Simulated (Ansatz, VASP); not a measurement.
# MnO: VASP beside Ansatz

```xyz
2
Lattice="0.0000 2.2239 2.2239 2.2239 0.0000 2.2239 2.2239 2.2239 0.0000" Properties=species:S:1:pos:R:3 pbc="T T T"
Mn    0.0000    0.0000    0.0000
O     2.2239    2.2239    2.2239
```

Alike in both runs: task single point; functional PBE; k mesh 10 × 10 × 10; occupations fermi-dirac, width 0.05 eV; collinear spin; fixed moment 4 μB.

```csv
,VASP,Ansatz
version,VASP 6.6.1,Ansatz 0.2.0
potentials or method,"VASP PAW PBE potentials, release 64 (Mn_pv, O), cutoff 520 eV","all-electron LAPW, scalar-relativistic"
```

|  | VASP | Ansatz | Ansatz less VASP |
| --- | --- | --- | --- |
| pressure (GPa) | -12.6 | -12.8 | -0.17 |
| size of the moment on the site where the two differ most (μB) | 0.07 | 0.09 | +0.016 |

Site moments also hang on the region over which each program counts them. Ansatz ran all-electron here, and VASP with PAW potentials.
